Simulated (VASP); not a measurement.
Input of a VASP 6.6.1 run:

File INCAR:

```
PREC = Accurate
ENCUT = 520
EDIFF = 1E-6
ISMEAR = 0
SIGMA = 0.1
LREAL = False
LASPH = True
NELM = 150
ALGO = Normal
ISIF = 2
LWAVE = False
LCHARG = False
ISPIN = 2
MAGMOM = 0.27 0.27 1.13 0
LORBIT = 11
LMAXMIX = 4
GGA = PE
NBANDS = 32
```

Contents of KPOINTS:

```
regular mesh
0
Gamma
  12 12 12
```

File POSCAR:

```
Ti3Al
1.0
    0.0000000000      3.1646599740      3.1646599740
    3.1646599740      0.0000000000      3.1646599740
    3.1646599740      3.1646599740      0.0000000000
Ti Al
3 1
Direct
    0.7500000000      0.7500000000      0.7500000000
    0.2500000000      0.2500000000      0.2500000000
    0.0000000000      0.0000000000      0.0000000000
    0.5000000000      0.5000000000      0.5000000000
```

Potentials or basis: VASP PAW PBE potentials, release 64 (Ti_sv, Al).

Run with:

```bash
$ cat potpaw_PBE.64/Ti_sv/POTCAR potpaw_PBE.64/Al/POTCAR > POTCAR
$ mpirun -np 1 vasp_std > vasp.out
```

Problem. What does it give for the net moment?

Solution. 1.71 μB per cell.

Problem. What does it give for the pressure?

Solution. 7.2 GPa.

Problem. What does it give for the site moments?

Solution. Ti +0.19, +0.93 (each value once); Al -0.02 μB.

Caveat: the cell stands under pressure.
